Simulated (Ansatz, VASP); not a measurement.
# Two plane-wave programs on ZrO2

```
Zr O
1.0
     0.00000    2.55794    2.55794
     2.55794    0.00000    2.55794
     2.55794    2.55794    0.00000
Zr O
1 2
Direct
  0.00000 0.00000 0.00000
  0.25000 0.25000 0.25000
  0.75000 0.75000 0.75000
```

Alike in both runs: functional PBE; k mesh 8 × 8 × 8; occupations gaussian, width 0.02 eV; no spin polarisation.

Ansatz relaxed the structure, and its values are those at the end. VASP's run is a single point on that final structure, the one shown.

```csv
,VASP,Ansatz
version,VASP 6.6.1,Ansatz 0.2.0
potentials or method,"VASP PAW PBE potentials, release 64 (Zr_sv, O), cutoff 600 eV","scalar-relativistic, plane waves, PAW"
valence electrons in the cell,24,24
```

Ansatz gave:

```
gap on the k mesh at the Fermi level (eV) : 3.32
least direct gap on the mesh (eV)         : 3.75
pressure (GPa)                            : 0.0
```

**Question.** Estimate VASP's values.

**Answer.** gap on the k mesh at the Fermi level (eV): 3.31; least direct gap on the mesh (eV): 3.74; pressure (GPa): 0.1.

The functional is the same, so the differences come from potentials, cutoffs and numerics.
